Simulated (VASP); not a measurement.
Here is a VASP 6.6.1 calculation.

INCAR

```
SYSTEM = Cu
PREC     = Accurate       ! precision mode
ENCUT    = 520            ! plane-wave cutoff, eV
EDIFF    = 1E-6           ! SCF threshold, eV
ISMEAR   = 0              ! smearing method
SIGMA    = 0.15           ! smearing width, eV
LREAL    = .FALSE.        ! projectors in reciprocal space
LASPH    = .TRUE.         ! aspherical terms in the spheres
NELM     = 100            ! most SCF steps
ALGO     = Normal         ! electronic algorithm
ISIF     = 2              ! what is computed and relaxed
LWAVE    = .FALSE.        ! write WAVECAR
LCHARG   = .FALSE.        ! write CHGCAR
NBANDS   = 12             ! bands
```

KPOINTS

```
Automatic mesh
0
G
  22 22 22
  0 0 0
```

POSCAR

```
Cu
1.0
   -1.4809000000      1.4809000000      1.2740500000
    1.4809000000     -1.4809000000      1.2740500000
    1.4809000000      1.4809000000     -1.2740500000
Cu
1
Direct
    0.0000000000      0.0000000000      0.0000000000
```

Potentials or basis: VASP PAW LDA potentials, release 64 (Cu).

Launch:

```bash
$ cat potpaw_LDA.64/Cu/POTCAR > POTCAR
$ mpirun -np 1 vasp_std > vasp.out
```

(1) Predict the pressure.

## Answers

(1) -2.4 GPa.
